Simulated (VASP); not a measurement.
# SiAs3 (Im-3m) in VASP: further runs

SiAs3 is run at these levels: PBE; tasks: single point, relaxation of cell and atoms.

Everything below comes from runs of VASP 6.6.1. Logs are shortened: lines on timing, memory, paths and dates and some standing lists are left out, and cuts for length are marked.

### Step 1. The cell of the first run

The structure is cubic, space group Im-3m (No. 229). The conventional cell has a = 5.333 Å, b = 5.333 Å, c = 5.333 Å, α = 90.00°, β = 90.00°, γ = 90.00°. Si (site symmetry m-3m) has 6 As at 2.67 Å within 3.5 Å. Within 3.5 Å of As (site symmetry 4/mmm) lie 2 Si at 2.67 Å and 4 As at 2.67 Å.

### Step 2. Single point, PBE

File INCAR:

```
SYSTEM = SiAs3
ALGO     = Normal         ! electronic algorithm
EDIFF    = 1E-6           ! SCF threshold, eV
ENCUT    = 520            ! plane-wave cutoff, eV
GGA      = PE             ! functional
ISIF     = 2              ! what is computed and relaxed
ISMEAR   = 0              ! smearing method
LASPH    = .TRUE.         ! aspherical terms in the spheres
LCHARG   = .TRUE.         ! write CHGCAR
LELF     = .TRUE.         ! ELF
LREAL    = .FALSE.        ! projectors in reciprocal space
LVHAR    = .TRUE.       
LWAVE    = .FALSE.        ! write WAVECAR
NBANDS   = 18             ! bands
NELM     = 80             ! most SCF steps
PREC     = Accurate       ! precision mode
SIGMA    = 0.1            ! smearing width, eV
```

File KPOINTS:

```
k-points
0
G
  4 4 4
  0 0 0
```

File POSCAR:

```
SiAs3
1.0
   -2.6666443117      2.6666443117      2.6666443117
    2.6666443117     -2.6666443117      2.6666443117
    2.6666443117      2.6666443117     -2.6666443117
Si As
1 3
Direct
    0.0000000000      0.0000000000      0.0000000000
    0.0000000000      0.5000000000      0.5000000000
    0.5000000000      0.0000000000      0.5000000000
    0.5000000000      0.5000000000      0.0000000000
```

Potentials or basis: VASP PAW PBE potentials, release 64 (Si, As).

Run with:

```
$ cat potpaw_PBE.64/Si/POTCAR potpaw_PBE.64/As/POTCAR > POTCAR
$ mpirun -np 1 vasp_std > vasp.out
```

OUTCAR:

```text
SYSTEM = SiAs3
   EDIFF = 1E-6
   ENCUT = 520
   GGA = PE
   ISIF = 2
   ISMEAR = 0
   LASPH = .TRUE.
   LREAL = .FALSE.
   NELM = 80
   PREC = Accurate

 ion  position               nearest neighbor table
   1  0.000  0.000  0.000-   2 2.67   3 2.67   4 2.67   2 2.67   3 2.67   4 2.67
   2  0.000  0.500  0.500-   1 2.67   3 2.67   4 2.67   1 2.67   4 2.67   3 2.67
   3  0.500  0.000  0.500-   1 2.67   2 2.67   4 2.67   4 2.67   1 2.67   2 2.67
   4  0.500  0.500  0.000-   1 2.67   2 2.67   3 2.67   3 2.67   2 2.67   1 2.67

  LATTYP: Found a body centered cubic cell.
 ALAT       =     5.3332886234

  Lattice vectors:

 A1 = (  -2.6666443117,   2.6666443117,   2.6666443117)
 A2 = (   2.6666443117,  -2.6666443117,   2.6666443117)
 A3 = (   2.6666443117,   2.6666443117,  -2.6666443117)

Analysis of symmetry for initial positions (statically):
=====================================================================
 Subroutine PRICEL returns:
 Original cell was already a primitive cell.

 Routine SETGRP: Setting up the symmetry group for a
 body centered cubic supercell.

 Subroutine GETGRP returns: Found 48 space group operations
 (whereof 48 operations were pure point group operations)
 out of a pool of 48 trial point group operations.

The static configuration has the point symmetry O_h .

Analysis of symmetry for dynamics (positions and initial velocities):
=====================================================================
 Subroutine PRICEL returns:
 Original cell was already a primitive cell.

 Routine SETGRP: Setting up the symmetry group for a
 body centered cubic supercell.

 Subroutine GETGRP returns: Found 48 space group operations
 (whereof 48 operations were pure point group operations)
 out of a pool of 48 trial point group operations.

The dynamic configuration has the point symmetry O_h .

 Subroutine INISYM returns: Found 48 space group operations
 (whereof 48 operations are pure point group operations),
 and found     1 'primitive' translations

----------------------------------------------------------------------------------------

                                     Primitive cell

  volume of cell :      75.8499

  direct lattice vectors                    reciprocal lattice vectors
    -2.666644312  2.666644312  2.666644312     0.000000000  0.187501572  0.187501572
     2.666644312 -2.666644312  2.666644312     0.187501572  0.000000000  0.187501572
     2.666644312  2.666644312 -2.666644312     0.187501572  0.187501572  0.000000000

  length of vectors
     4.618763434  4.618763434  4.618763434     0.265167266  0.265167266  0.265167266

  position of ions in fractional coordinates (direct lattice)
     0.000000000  0.000000000  0.000000000
     0.000000000  0.500000000  0.500000000
     0.500000000  0.000000000  0.500000000
     0.500000000  0.500000000  0.000000000

  ion indices of the primitive-cell ions
   primitive index   ion index
                 1           1
                 2           2
                 3           3
                 4           4

----------------------------------------------------------------------------------------

 KPOINTS: k-points

Automatic generation of k-mesh.
 Grid dimensions read from file:
 generate k-points for:    4    4    4

 Generating k-lattice:

  Cartesian coordinates                     Fractional coordinates (reciprocal lattice)
     0.000000000  0.046875393  0.046875393     0.250000000  0.000000000  0.000000000
     0.046875393  0.000000000  0.046875393     0.000000000  0.250000000  0.000000000
     0.046875393  0.046875393  0.000000000     0.000000000  0.000000000  0.250000000

  Length of vectors
     0.066291816  0.066291816  0.066291816

  Shift w.r.t. Gamma in fractional coordinates (k-lattice)
     0.000000000  0.000000000  0.000000000

 Subroutine IBZKPT returns following result:
 ===========================================

 Found      8 irreducible k-points:

 Following reciprocal coordinates:
            Coordinates               Weight
  0.000000  0.000000  0.000000      1.000000
  0.250000  0.000000  0.000000     12.000000
  0.500000  0.000000  0.000000      6.000000
  0.250000  0.250000  0.000000     24.000000
  0.250000  0.250000  0.250000      2.000000
 -0.250000  0.250000  0.250000      6.000000
  0.500000  0.500000  0.250000     12.000000
  0.500000  0.500000  0.500000      1.000000
   k-points           NKPTS =      8   k-points in BZ     NKDIM =      8   number of bands    NBANDS=     18
   number of dos      NEDOS =    301   number of ions     NIONS =      4
   total plane-waves  NPLWV =  46656
   dimension x,y,z NGX =    36 NGY =   36 NGZ =   36
   dimension x,y,z NGXF=    72 NGYF=   72 NGZF=   72
   ions per type =               1   3
   NGX,Y,Z   is equivalent  to a cutoff of  12.96, 12.96, 12.96 a.u.
   NGXF,Y,Z  is equivalent  to a cutoff of  25.92, 25.92, 25.92 a.u.
 SYSTEM =  SiAs3
   PREC   = accura    normal or accurate (medium, high low for compatibility)
   ISTART =      0    job   : 0-new  1-cont  2-samecut
   ICHARG =      2    charge: 1-file 2-atom 10-const
   ISPIN  =      1    spin polarized calculation?
   LNONCOLLINEAR =      F non collinear calculations
   LSORBIT =      F    spin-orbit coupling
   LASPH  =      T    aspherical Exc in radial PAW
   ENCUT  =  520.0 eV  38.22 Ry    6.18 a.u.   8.59  8.59  8.59*2*pi/ulx,y,z
   NELM   =     80;   NELMIN=  2; NELMDL= -5     # of ELM steps
   EDIFF  = 0.1E-05   stopping-criterion for ELM
   LREAL  =      F    real-space projection
   EDIFFG = 0.1E-04   stopping-criterion for IOM
   NSW    =      0    number of steps for IOM
   IBRION =     -1    ionic relax: 0-MD 1-quasi-New 2-CG
   NFREE  =      0    steps in history (QN), initial steepest desc. (CG)
   ISIF   =      2    stress and relaxation
   ISYM   =      2    0-nonsym 1-usesym 2-fastsym
   POTIM  = 0.5000    time-step for ionic-motion
   TEBEG  =    0.0;   TEEND  =   0.0 temperature during run
   PSTRESS=    0.0 pullay stress
   NELECT =      19.0000    total number of electrons
   NUPDOWN=      -1.0000    fix difference up-down
   EMIN   =  10.00;   EMAX   =-10.00  energy-range for DOS
   EFERMI =   0.00;   METHOD = LEGACY
   ISMEAR =     0;   SIGMA  =   0.10  broadening in eV -4-tet -1-fermi 0-gaus
   EFERMI_NEDOS =   21; number of points for ismear=-14 and -15
   IALGO  =     38    algorithm
   IMIX   =      4    mixing-type and parameters
     AMIX     =   0.40;   BMIX     =  1.00
     AMIX_MAG =   1.60;   BMIX_MAG =  1.00
  volume/ion in A,a.u.               =      18.96       127.97
  Fermi-wavevector in a.u.,A,eV,Ry     =   1.031987  1.950173 14.490169  1.064997
  Thomas-Fermi vector in A             =   2.166162
   LORBIT       =      0    0 simple, 1 ext, 2 COOP (PROOUT), +10 PAW based schemes
   GGA     = PE    functional components
   LHFCALC =     F    Hartree Fock is set to
   AEXX    =    0.0000 exact exchange contribution
   IVDW    =     0    specifies the selected vdW correction
   LEPSILON=     F    determine dielectric tensor
   LRPA    =     F    only Hartree local field effects (RPA)
 non-spin polarized calculation
 Gauss-broadening in eV      SIGMA  =   0.10
  energy-cutoff  :      520.00
  volume of cell :       75.85
 maximum number of plane-waves:      2093
 NGX is ok and might be reduce to    36
   NGX = 17   NGY = 17   NGZ = 17

 number of electron      18.9999997 magnetization

 Free energy of the ion-electron system (eV)
  ---------------------------------------------------
  ext. energy  EPLUGINS =         0.00000000
  ---------------------------------------------------
  free energy    TOTEN  =       -18.85295674 eV

  energy without entropy =      -18.82990665  energy(sigma->0) =      -18.84143169

 E-fermi :   6.4658     XC(G=0): -10.4616

 val. band max:        6.4190309997   @ k =   0.2500   0.2500   0.2500
 cond. band min:       6.5001884041   @ k =   0.2500   0.2500   0.0000
 fundamental gap:      0.0811574044
 Fermi energy:         6.4658284998

 k-point     1 :       0.0000    0.0000    0.0000
  band No.  band energies     occupation
      1      -8.3055      2.00000
      2      -1.9988      2.00000
      3      -1.9988      2.00000
      4       1.4229      2.00000
      5       2.0678      2.00000
      6       2.0678      2.00000
[... 10 lines left out ...]
     17      14.6122      0.00000
     18      14.6122      0.00000

 k-point     2 :       0.2500    0.0000    0.0000
  band No.  band energies     occupation
      1      -7.7337      2.00000
      2      -3.5648      2.00000
      3      -2.5911      2.00000
      4      -0.2726      2.00000
      5       1.6998      2.00000
      6       2.3916      2.00000
[... 10 lines left out ...]
     17      13.2723      0.00000
     18      13.6183      0.00000

 k-point     3 :       0.5000    0.0000    0.0000
  band No.  band energies     occupation
      1      -6.4071      2.00000
      2      -5.6189      2.00000
      3      -3.0121      2.00000
      4      -1.0319      2.00000
      5       1.3962      2.00000
      6       2.0674      2.00000
[... 10 lines left out ...]
     17      13.5228      0.00000
     18      14.2885      0.00000

 k-point     4 :       0.2500    0.2500    0.0000
  band No.  band energies     occupation
      1      -6.6550      2.00000
      2      -4.8415      2.00000
      3      -3.8127      2.00000
      4      -1.1964      2.00000
      5       2.3349      2.00000
      6       2.5602      2.00000
[... 10 lines left out ...]
     17      12.5047      0.00000
     18      14.5809      0.00000

 k-point     5 :       0.2500    0.2500    0.2500
  band No.  band energies     occupation
      1      -5.2339      2.00000
      2      -5.2339      2.00000
      3      -5.2339      2.00000
      4      -2.6235      2.00000
      5       5.6633      2.00000
      6       5.6633      2.00000
[... 10 lines left out ...]
     17      17.4779      0.00000
     18      17.4783      0.00000

 k-point     6 :      -0.2500    0.2500    0.2500
  band No.  band energies     occupation
      1      -7.1979      2.00000
      2      -4.3137      2.00000
      3      -2.9199      2.00000
      4       0.6180      2.00000
      5       0.6180      2.00000
      6       0.8121      2.00000
[... 10 lines left out ...]
     17      12.9331      0.00000
     18      14.9518      0.00000

 k-point     7 :       0.5000    0.5000    0.2500
  band No.  band energies     occupation
      1      -6.0185      2.00000
      2      -5.4706      2.00000
      3      -3.6135      2.00000
      4       0.1078      2.00000
      5       0.8337      2.00000
      6       1.2857      2.00000
[... 10 lines left out ...]
     17      13.0702      0.00000
     18      14.1270      0.00000

 k-point     8 :       0.5000    0.5000    0.5000
  band No.  band energies     occupation
      1      -5.4991      2.00000
      2      -5.4991      2.00000
      3      -3.3189      2.00000
      4      -0.4468      2.00000
      5      -0.4468      2.00000
      6      -0.4468      2.00000
[... 10 lines left out ...]
     17      14.4229      0.00000
     18      14.4229      0.00000

------------------------ aborting loop because EDIFF is reached ----------------------------------------

  FORCE on cell =-STRESS in cart. coord.  units (eV):
  Direction    XX          YY          ZZ          XY          YZ          ZX
  --------------------------------------------------------------------------------------
  -------------------------------------------------------------------------------------
  Total        0.0855522      0.0855522      0.0855522     -0.0000000      0.0000000     -0.0000000
  in kB        1.8071180      1.8071180      1.8071180     -0.0000000      0.0000000     -0.0000000
  external PRESSURE =       1.8071180 kB  Pullay stress =       0.0000000 kB

 VOLUME and BASIS-vectors are now :
 -----------------------------------------------------------------------------
  energy-cutoff  :      520.00
  volume of cell :       75.85
      direct lattice vectors                 reciprocal lattice vectors
    -2.666644312  2.666644312  2.666644312     0.000000000  0.187501572  0.187501572
     2.666644312 -2.666644312  2.666644312     0.187501572  0.000000000  0.187501572
     2.666644312  2.666644312 -2.666644312     0.187501572  0.187501572  0.000000000

 POSITION                                       TOTAL-FORCE (eV/Angst)
 -----------------------------------------------------------------------------------
      0.00000      0.00000      0.00000        -0.000000      0.000000     -0.000000
      2.66664      0.00000      0.00000         0.000000      0.000000      0.000000
      0.00000      2.66664      0.00000         0.000000      0.000000     -0.000000
      0.00000      0.00000      2.66664        -0.000000     -0.000000      0.000000
 -----------------------------------------------------------------------------------
    total drift:                                0.000000      0.000000     -0.000000

  FREE ENERGIE OF THE ION-ELECTRON SYSTEM (eV)
  ---------------------------------------------------
  free  energy   TOTEN  =       -18.8529567392 eV

  energy  without entropy=      -18.8299066450  energy(sigma->0) =      -18.84143169
```

Run time: 6.3 s. Hardware: 1 thread of AMD EPYC 9R45 (Zen 5), shared host; peak memory 0.16 GiB.

What came out:

* Free energy: -18.8530 eV
* Pressure: 0.2 GPa

Caveat: the k points lie up to 0.42 Å⁻¹ apart.

### Step 3. Single point, PBE

This run uses another cell than the first one, of 26.49 Å³/atom, 1.397 times its volume.

File INCAR:

```
SYSTEM = SiAs3
PREC = Accurate ; ENCUT = 520
EDIFF = 1E-6 ; ISMEAR = 0
SIGMA = 0.1 ; LREAL = .False.
LASPH = .True. ; NELM = 100
ALGO = Normal ; ISIF = 2
LWAVE = .False. ; LCHARG = .True.
GGA = PE ; LELF = .True.
LVHAR = .True. ; NBANDS = 18
```

File KPOINTS:

```
Automatic mesh
0
Gamma
  4 4 4
  0 0 0
```

File POSCAR:

```
SiAs3
1.0
   -2.9810312100      2.9810312100      2.9810312100
    2.9810312100     -2.9810312100      2.9810312100
    2.9810312100      2.9810312100     -2.9810312100
Si As
1 3
Direct
    0.0000000000      0.0000000000      0.0000000000
    0.0000000000      0.5000000000      0.5000000000
    0.5000000000      0.0000000000      0.5000000000
    0.5000000000      0.5000000000      0.0000000000
```

Potentials or basis: VASP PAW PBE potentials, release 64 (Si, As).

Run with:

```
$ cat potpaw_PBE.64/Si/POTCAR potpaw_PBE.64/As/POTCAR > POTCAR
$ mpirun -np 1 vasp_std > vasp.out
```

Run time: 7.5 s. Hardware: 1 thread of AMD EPYC 9R45 (Zen 5), shared host; peak memory 0.19 GiB.

Results (log left out):

| Item | Value |
| --- | --- |
| Free energy | -17.1739 eV |
| Pressure | -13.0 GPa |

Levels at points of the mesh, in eV from the Fermi level:
| k point | band 8 | band 9 | band 10 | band 11 | band 12 | band 13 |
| --- | --- | --- | --- | --- | --- | --- |
| (0.00, 0.00, 0.00) | -2.33 | -2.33 | -2.33 | 3.59 | 3.59 | 3.59 |
| (0.50, 0.00, 0.00) | -0.47 | -0.46 | -0.43 | 0.76 | 1.64 | 1.67 |
| (0.50, 0.50, 0.50) | -0.86 | -0.86 | -0.86 | 4.67 | 4.67 | 4.67 |

Caveat: the k points lie up to 0.37 Å⁻¹ apart.

(Part 1 of 2 ends here.)
